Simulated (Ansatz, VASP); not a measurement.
Sn2PbO3 in VASP and in Ansatz

```xyz
12
Lattice="3.9247 0.0000 0.0000 0.0000 3.9247 0.0000 0.0000 0.0000 15.5821" Properties=species:S:1:pos:R:3 pbc="T T T"
Sn    0.0000    1.9624   14.2212
Sn    0.0000    1.9624    8.9314
Sn    1.9624    0.0000    1.3609
Sn    1.9624    0.0000    6.6507
Pb    0.0000    1.9624    3.7371
Pb    1.9624    0.0000   11.8451
O     1.9624    1.9624   13.0891
O     1.9624    1.9624    2.4930
O     1.9624    1.9624    7.7911
O     0.0000    0.0000   13.0891
O     0.0000    0.0000    2.4930
O     0.0000    0.0000    7.7911
```

Alike in both runs: functional PBE; k mesh 4 × 4 × 1; occupations gaussian, width 0.1 eV; no spin polarisation.

Ansatz relaxed the structure, and its values are those at the end. VASP's run is a single point on that final structure, the one shown.

|  | VASP | Ansatz |
| --- | --- | --- |
| version | VASP 6.6.1 | Ansatz 0.2.0 |
| potentials or method | VASP PAW PBE potentials, release 64 (Sn_d, Pb_d, O), cutoff 520 eV | scalar-relativistic, plane waves, PAW |
| valence electrons in the cell | 120 | 120 |

```tsv
	VASP	Ansatz	Ansatz less VASP
gap on the k mesh at the Fermi level (eV)	0.66	0.65	-0.007
least direct gap on the mesh (eV)	1.23	1.27	+0.038
pressure (GPa)	0.4	0.2	-0.14
rms of the force components (eV/Å)	0.025	0.002	-0.0230
```

Spin-orbit coupling is off throughout.
